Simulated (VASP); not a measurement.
# WS2 in VASP: notebook

Runs on WS2. Level: PBEsol+D3(BJ). Tasks: single point.

All numbers are computed with VASP 6.6.1; they aren't measurements. Logs are shortened: lines on timing, memory, paths and dates and some standing lists are left out, and cuts for length are marked.

**1. The cell of the first run**

The typed cell holds 6 atoms: a = 3.130 Å, b = 3.130 Å, c = 12.015 Å, α = 90.00°, β = 90.00°, γ = 120.00°.

**2. Single point, PBEsol+D3(BJ) (16.98 Å³/atom)**

File INCAR:

```
SYSTEM = WS2
PREC = Accurate
ENCUT = 520
EDIFF = 1E-7
ISMEAR = 0
SIGMA = 0.02
LREAL = .FALSE.
LASPH = .TRUE.
NELM = 60
ALGO = Normal
ISIF = 2
LWAVE = .FALSE.
LCHARG = .FALSE.
GGA = PS
IVDW = 12
NBANDS = 35
```

File KPOINTS:

```
regular mesh
0
G
  12 12 4
  0 0 0
```

File POSCAR:

```
WS2
1.0
    3.1295615997      0.0000000000      0.0000000000
   -1.5647807998      2.7102798481      0.0000000000
    0.0000000000      0.0000000000     12.0146078135
W S
2 4
Direct
    0.3333333333      0.6666666667      0.7498690751
    0.6666666667      0.3333333333      0.2501309249
    0.3333333333      0.6666666667      0.1194320584
    0.6666666667      0.3333333333      0.6191709310
    0.3333333333      0.6666666667      0.3808290690
    0.6666666667      0.3333333333      0.8805679416
```

Potentials or basis: VASP PAW PBE potentials, release 64 (W_sv, S).

On the command line:

```sh
> cat potpaw_PBE.64/W_sv/POTCAR potpaw_PBE.64/S/POTCAR > POTCAR
> mpirun -np 1 vasp_std > vasp.out
```

OUTCAR:

```text
SYSTEM = WS2
   PREC = Accurate
   ENCUT = 520
   EDIFF = 1E-7
   ISMEAR = 0
   LREAL = .FALSE.
   LASPH = .TRUE.
   NELM = 60
   ISIF = 2
   GGA = PS
   IVDW = 12
 IVDW          = 12

 ion  position               nearest neighbor table
   1  0.333  0.667  0.750-   4 2.39   4 2.39   4 2.39   6 2.39   6 2.39   6 2.39
   2  0.667  0.333  0.250-   5 2.39   5 2.39   5 2.39   3 2.39   3 2.39   3 2.39
   3  0.333  0.667  0.119-   2 2.39   2 2.39   2 2.39
   4  0.667  0.333  0.619-   1 2.39   1 2.39   1 2.39
   5  0.333  0.667  0.381-   2 2.39   2 2.39   2 2.39
   6  0.667  0.333  0.881-   1 2.39   1 2.39   1 2.39

  LATTYP: Found a hexagonal cell.
 ALAT       =     3.1295615997
 C/A-ratio  =     3.8390705633

  Lattice vectors:

 A1 = (   3.1295615997,   0.0000000000,   0.0000000000)
 A2 = (  -1.5647807998,   2.7102798481,   0.0000000000)
 A3 = (   0.0000000000,   0.0000000000,  12.0146078135)

Analysis of symmetry for initial positions (statically):
=====================================================================
 Subroutine PRICEL returns:
 Original cell was already a primitive cell.

 Routine SETGRP: Setting up the symmetry group for a
 hexagonal supercell.

 Subroutine GETGRP returns: Found 12 space group operations
 (whereof 12 operations were pure point group operations)
 out of a pool of 24 trial point group operations.

The static configuration has the point symmetry D_3d.

Analysis of symmetry for dynamics (positions and initial velocities):
=====================================================================
 Subroutine PRICEL returns:
 Original cell was already a primitive cell.

 Routine SETGRP: Setting up the symmetry group for a
 hexagonal supercell.

 Subroutine GETGRP returns: Found 12 space group operations
 (whereof 12 operations were pure point group operations)
 out of a pool of 24 trial point group operations.

The dynamic configuration has the point symmetry D_3d.

 Subroutine INISYM returns: Found 12 space group operations
 (whereof 12 operations are pure point group operations),
 and found     1 'primitive' translations

----------------------------------------------------------------------------------------

                                     Primitive cell

  volume of cell :     101.9078

  direct lattice vectors                    reciprocal lattice vectors
     3.129561600  0.000000000  0.000000000     0.319533573  0.184482794  0.000000000
[... 96 lines left out ...]
   EDIFFG = 0.1E-05   stopping-criterion for IOM
   NSW    =      0    number of steps for IOM
   IBRION =     -1    ionic relax: 0-MD 1-quasi-New 2-CG
   NFREE  =      0    steps in history (QN), initial steepest desc. (CG)
   ISIF   =      2    stress and relaxation
   ISYM   =      2    0-nonsym 1-usesym 2-fastsym
   POTIM  = 0.5000    time-step for ionic-motion
   TEBEG  =    0.0;   TEEND  =   0.0 temperature during run
   PSTRESS=    0.0 pullay stress
   NELECT =      52.0000    total number of electrons
   NUPDOWN=      -1.0000    fix difference up-down
   EMIN   =  10.00;   EMAX   =-10.00  energy-range for DOS
   EFERMI =   0.00;   METHOD = LEGACY
   ISMEAR =     0;   SIGMA  =   0.02  broadening in eV -4-tet -1-fermi 0-gaus
   EFERMI_NEDOS =   21; number of points for ismear=-14 and -15
   IALGO  =     38    algorithm
   IMIX   =      4    mixing-type and parameters
     AMIX     =   0.40;   BMIX     =  1.00
     AMIX_MAG =   1.60;   BMIX_MAG =  1.00
  volume/ion in A,a.u.               =      16.98       114.62
  Fermi-wavevector in a.u.,A,eV,Ry     =   1.308198  2.472136 23.284771  1.711382
  Thomas-Fermi vector in A             =   2.438881
   LORBIT       =      0    0 simple, 1 ext, 2 COOP (PROOUT), +10 PAW based schemes
   GGA     = PS    functional components
   LHFCALC =     F    Hartree Fock is set to
   AEXX    =    0.0000 exact exchange contribution
   IVDW    =    12    specifies the selected vdW correction
   LEPSILON=     F    determine dielectric tensor
   LRPA    =     F    only Hartree local field effects (RPA)
 non-spin polarized calculation
 Gauss-broadening in eV      SIGMA  =   0.02
  energy-cutoff  :      520.00
  volume of cell :      101.91
 maximum number of plane-waves:      2770
   NGX = 11   NGY = 11   NGZ = 45

 number of electron      51.9999992 magnetization

 Free energy of the ion-electron system (eV)
  ---------------------------------------------------
  ext. energy  EPLUGINS =         0.00000000
  ---------------------------------------------------
  free energy    TOTEN  =       -50.51098102 eV

  energy without entropy =      -50.51098102  energy(sigma->0) =      -50.51098102

 E-fermi :   8.2118     XC(G=0): -11.3937

 val. band max:        7.9937203962   @ k =   0.0000   0.0000   0.0000
 cond. band min:       8.8018628079   @ k =   0.1667   0.1667   0.0000
 fundamental gap:      0.8081424117
 Fermi energy:         8.2118307888

 k-point     1 :       0.0000    0.0000    0.0000
  band No.  band energies     occupation
      1     -66.5971      2.00000
      2     -66.5971      2.00000
      3     -30.8901      2.00000
      4     -30.8900      2.00000
      5     -30.6782      2.00000
      6     -30.6782      2.00000
[... 901 lines left out ...]
     34      11.0978      0.00000
     35      14.5042      0.00000

 [... further k-points ...]

------------------------ aborting loop because EDIFF is reached ----------------------------------------

 Edisp (eV)   -2.41859

 E8    (eV) :    -1.5687

  FORCE on cell =-STRESS in cart. coord.  units (eV):
  Direction    XX          YY          ZZ          XY          YZ          ZX
  --------------------------------------------------------------------------------------
  -------------------------------------------------------------------------------------
  Total      -1.05009    -1.05009    -1.02752    -0.00000    -0.00000     0.00000
  in kB     -16.50940   -16.50940   -16.15455    -0.00000    -0.00000     0.00000
  external pressure =      -16.39 kB  Pullay stress =        0.00 kB

 VOLUME and BASIS-vectors are now :
 -----------------------------------------------------------------------------
  energy-cutoff  :      520.00
  volume of cell :      101.91
      direct lattice vectors                 reciprocal lattice vectors
     3.129561600  0.000000000  0.000000000     0.319533573  0.184482794  0.000000000
    -1.564780800  2.710279848  0.000000000     0.000000000  0.368965589  0.000000000
     0.000000000  0.000000000 12.014607813     0.000000000  0.000000000  0.083232014

 POSITION                                       TOTAL-FORCE (eV/Angst)
 -----------------------------------------------------------------------------------
     -0.00000      1.80685      9.00938        -0.000000      0.000000      0.001208
      1.56478      0.90343      3.00522         0.000000     -0.000000     -0.001208
     -0.00000      1.80685      1.43493         0.000000      0.000000     -0.020670
      1.56478      0.90343      7.43910        -0.000000      0.000000     -0.018058
     -0.00000      1.80685      4.57551         0.000000     -0.000000      0.018058
      1.56478      0.90343     10.57968        -0.000000      0.000000      0.020670
 -----------------------------------------------------------------------------------
    total drift:                                0.000000      0.000000     -0.000000

  FREE ENERGIE OF THE ION-ELECTRON SYSTEM (eV)
  ---------------------------------------------------
  free  energy   TOTEN  =       -52.9295660388 eV

  energy  without entropy=      -52.9295660388  energy(sigma->0) =      -52.92956604
```

It took 6 min on 1 thread of Intel Xeon 8259CL, shared host; peak memory 0.35 GiB.

Results:

- Free energy: -52.9296 eV
- Pressure: -1.6 GPa
- Largest force: 0.021 eV/Å
- Band gap on the k mesh: 0.81 eV (least direct gap 1.89 eV)
- Dispersion energy per atom: -0.403 eV

Forces on the atoms (eV/Å):
```
W    0.000  0.000  0.001
W    0.000  0.000 -0.001
S    0.000  0.000 -0.021
S    0.000  0.000 -0.018
S    0.000  0.000  0.018
S    0.000  0.000  0.021
```

Caveat: the PAW data sets were made with another functional, which shifts forces and pressure a little; spin-orbit coupling is left out, which moves the levels of the heavy elements.

**3. Single point, PBEsol+D3(BJ) (17.48 Å³/atom)**

This run uses another cell than the first one, of 17.48 Å³/atom.

File INCAR:

```
SYSTEM = WS2
PREC     = Accurate       ! precision mode
ENCUT    = 520            ! plane-wave cutoff, eV
EDIFF    = 1E-6           ! SCF threshold, eV
ISMEAR   = 0              ! smearing method
SIGMA    = 0.02           ! smearing width, eV
LREAL    = .False.        ! projectors in reciprocal space
LASPH    = .True.         ! aspherical terms in the spheres
NELM     = 80             ! most SCF steps
ALGO     = Normal         ! electronic algorithm
ISIF     = 2              ! what is computed and relaxed
LWAVE    = .False.        ! write WAVECAR
LCHARG   = .True.         ! write CHGCAR
GGA      = PS             ! functional
IVDW     = 12             ! dispersion correction
LELF     = .True.         ! ELF
LVHAR    = .True.       
NBANDS   = 35             ! bands
```

File KPOINTS:

```
regular mesh
0
Gamma
  12 12 4
  0 0 0
```

File POSCAR:

```
WS2
1.0
    3.1400093854      0.0000000000      0.0000000000
   -1.5700046927      2.7193278959      0.0000000000
    0.0000000000      0.0000000000     12.2824033592
W S
2 4
Direct
    0.3333333333      0.6666666667      0.7499854010
    0.6666666667      0.3333333333      0.2500145990
    0.3333333333      0.6666666667      0.1222716204
    0.6666666667      0.3333333333      0.6222428098
    0.3333333333      0.6666666667      0.3777571902
    0.6666666667      0.3333333333      0.8777283796
```

Potentials or basis: VASP PAW PBE potentials, release 64 (W_sv, S).

On the command line:

```sh
> cat potpaw_PBE.64/W_sv/POTCAR potpaw_PBE.64/S/POTCAR > POTCAR
> mpirun -np 1 vasp_std > vasp.out
```

Wall time 6.4 min (1 thread of Intel Xeon 8259CL, shared host); peak memory 0.37 GiB.

It converged, with:

```yaml
Free_energy: -52.8864 eV
Pressure: -2.8 GPa
Largest_force: 0.018 eV/Å
Band_gap_on_the_k_mesh: 0.94 eV (least direct gap 1.87 eV)
Dispersion_energy_per_atom: -0.391 eV
```

Forces on the atoms (eV/Å):
```
W    0.000  0.000  0.000
W    0.000  0.000  0.000
S    0.000  0.000 -0.018
S    0.000  0.000 -0.018
S    0.000  0.000  0.018
S    0.000  0.000  0.018
```

Levels at points of the mesh, in eV from the valence-band top:
```tsv
k point	band 24	band 25	band 26	band 27	band 28	band 29
(0.00, 0.00, 0.00)	-1.49	-1.30	0.00	2.35	2.35	2.36
(0.50, 0.00, 0.00)	-1.74	-1.72	-1.55	2.38	2.42	2.61
(0.00, 0.00, 0.50)	-2.20	-0.33	-0.33	2.34	2.34	2.34
(0.50, 0.00, 0.50)	-1.83	-1.63	-1.63	2.40	2.40	2.82
```

Caveat: the PAW data sets were made with another functional, which shifts forces and pressure a little; spin-orbit coupling is left out, which moves the levels of the heavy elements. A k mesh can miss the band edges.

**4. Single point, PBEsol+D3(BJ) (18.14 Å³/atom)**

This run uses another cell than the first one, of 18.14 Å³/atom.

File INCAR:

```
SYSTEM = WS2
PREC = Accurate ; ENCUT = 520
EDIFF = 1E-7 ; ISMEAR = 0
SIGMA = 0.02 ; LREAL = .False.
LASPH = .True. ; NELM = 80
ALGO = Normal ; ISIF = 2
LWAVE = .False. ; LCHARG = .False.
GGA = PS ; IVDW = 12
NBANDS = 35
```

KPOINTS is that of step 3.

File POSCAR:

```
WS2
1.0
    3.1499194001      0.0000000000      0.0000000000
   -1.5749597000      2.7279102204      0.0000000000
    0.0000000000      0.0000000000     12.6658163157
W S
2 4
Direct
    0.3333333333      0.6666666667      0.7500134556
    0.6666666667      0.3333333333      0.2499865444
    0.3333333333      0.6666666667      0.1262958443
    0.6666666667      0.3333333333      0.6263227441
    0.3333333333      0.6666666667      0.3736772559
    0.6666666667      0.3333333333      0.8737041557
```

On the command line:

```sh
> cat potpaw_PBE.64/W_sv/POTCAR potpaw_PBE.64/S/POTCAR > POTCAR
> mpirun -np 1 vasp_std > vasp.out
```

Run time: 7.7 min. Hardware: 1 thread of Intel Xeon 8259CL, shared host; peak memory 0.36 GiB.

The run converged. Its results:

| Property | Result |
| --- | --- |
| Free energy | -52.8041 eV |
| Pressure | -3.6 GPa |
| Largest force | 0.028 eV/Å |
| Band gap on the k mesh | 1.10 eV (least direct gap 1.85 eV) |
| Dispersion energy per atom | -0.375 eV |

Forces on the atoms (eV/Å):
```
W    0.000  0.000  0.000
W    0.000  0.000  0.000
S    0.000  0.000 -0.028
S    0.000  0.000 -0.028
S    0.000  0.000  0.028
S    0.000  0.000  0.028
```

Stress tensor (GPa, compression positive):
```
-3.63  0.00  0.00
 0.00 -3.63  0.00
 0.00  0.00 -3.48
```

Levels at points of the mesh, in eV from the valence-band top:
```tsv
k point	band 24	band 25	band 26	band 27	band 28	band 29
(0.00, 0.00, 0.00)	-1.63	-1.12	0.00	2.44	2.44	2.44
(0.50, 0.00, 0.00)	-1.67	-1.59	-1.46	2.44	2.47	2.73
(0.00, 0.00, 0.50)	-2.11	-0.32	-0.32	2.43	2.43	2.43
(0.50, 0.00, 0.50)	-1.74	-1.51	-1.51	2.45	2.45	2.88
```

Caveat: the cell stands under tension; the PAW data sets were made with another functional, which shifts forces and pressure a little; spin-orbit coupling is left out, which moves the levels of the heavy elements.

**5. Overview**

| cell | gap on the mesh (eV) | pressure (GPa) | largest force (eV/Å) |
| --- | --- | --- | --- |
| a = 3.130, b = 3.130, c = 12.015 Å, angles 90.0, 90.0, 120.0°, 6 atoms, atomic positions A | 0.81 | -1.6 | 0.02 |
| a = 3.140, b = 3.140, c = 12.282 Å, angles 90.0, 90.0, 120.0°, 6 atoms, atomic positions B | 0.94 | -2.8 | 0.02 |
| a = 3.150, b = 3.150, c = 12.666 Å, angles 90.0, 90.0, 120.0°, 6 atoms, atomic positions C | 1.10 | -3.6 | 0.03 |

Alike in all rows: task single point; level PBEsol+D3(BJ); potentials or basis VASP PAW PBE potentials, release 64 (W_sv, S); no spin polarisation; k mesh 12 × 12 × 4; cutoff (eV) 520; smearing gaussian 0.02 eV.

Caveats: the PAW data sets were made with another functional, which shifts forces and pressure a little; spin-orbit coupling is left out, which moves the levels of the heavy elements; the cell stands under tension (at least some runs).

Absolute energies hang on the potentials; compare differences alone.
